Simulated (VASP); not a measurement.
Here is a VASP 6.6.1 calculation.

The input POSCAR:

```
TiO2
1.0
    4.7352553221      0.0000000000      0.0000000000
    0.0000000000      4.7352553221      0.0000000000
    0.0000000000      0.0000000000      2.9428784227
Ti O
2 4
Direct
    0.5000000000      0.5000000000      0.0000000000
    0.0000000000      0.0000000000      0.5000000000
    0.6930565993      0.6930565993      0.5000000000
    0.8069434007      0.1930565993      0.0000000000
    0.1930565993      0.8069434007      0.0000000000
    0.3069434007      0.3069434007      0.5000000000
```

The input INCAR.step1:

```
ALGO     = Normal         # electronic algorithm
EDIFF    = 1E-4           # SCF threshold, eV
ENCUT    = 520            # plane-wave cutoff, eV
GGA      = PE             # functional
ISMEAR   = 0              # smearing method
LASPH    = T              # aspherical terms in the spheres
LCHARG   = F              # write CHGCAR
LDAU     = T              # DFT+U
LDAUJ    = 0 0          
LDAUL    = 2 -1           # shell
LDAUTYPE = 2            
LDAUU    = 4 0            # U, eV
LMAXMIX  = 4              # l up to which the mixer works
LREAL    = F              # projectors in reciprocal space
LWAVE    = T              # write WAVECAR
NBANDS   = 33             # bands
NELM     = 150            # most SCF steps
PREC     = Accurate       # precision mode
SIGMA    = 0.02           # smearing width, eV
```

The input INCAR.step2:

```
ALGO     = Normal         # electronic algorithm
EDIFF    = 1E-6           # SCF threshold, eV
ENCUT    = 520            # plane-wave cutoff, eV
ISIF     = 2              # what is computed and relaxed
ISMEAR   = 0              # smearing method
ISTART   = 1            
LASPH    = T              # aspherical terms in the spheres
LCHARG   = F              # write CHGCAR
LDAU     = T              # DFT+U
LDAUJ    = 0 0          
LDAUL    = 2 -1           # shell
LDAUPRINT= 1            
LDAUTYPE = 2            
LDAUU    = 4 0            # U, eV
LMAXMIX  = 4              # l up to which the mixer works
LMIXTAU  = T            
LREAL    = F              # projectors in reciprocal space
LWAVE    = F              # write WAVECAR
METAGGA  = R2SCAN         # meta-GGA
NBANDS   = 33             # bands
NELM     = 150            # most SCF steps
PREC     = Accurate       # precision mode
SIGMA    = 0.02           # smearing width, eV
```

KPOINTS

```
k-points
0
Gamma
  6 6 8
```

Potentials or basis: VASP PAW PBE potentials, release 64 (Ti_sv, O).

Launch:

```sh
$ cat potpaw_PBE.64/Ti_sv/POTCAR potpaw_PBE.64/O/POTCAR > POTCAR
$ cp INCAR.step1 INCAR
$ mpirun -np 1 vasp_std > vasp.out
$ cp INCAR.step2 INCAR
$ mpirun -np 1 vasp_std > vasp.out
```

Task: Predict the largest force.

Result: 0.228 eV/Å.

Task: Estimate the pressure.

Result: -2.5 GPa.

Stress tensor (GPa, compression positive):
```
-6.42  0.00  0.00
 0.00 -6.42  0.00
 0.00  0.00  5.41
```

Caveat: the cell differs from its parent crystal (biaxial strain in the a-b plane: +3.0 %, then relaxed in part); the stress differs along the axes, from -6 to 5 GPa; the PAW data sets were made with another functional, which shifts forces and pressure a little.
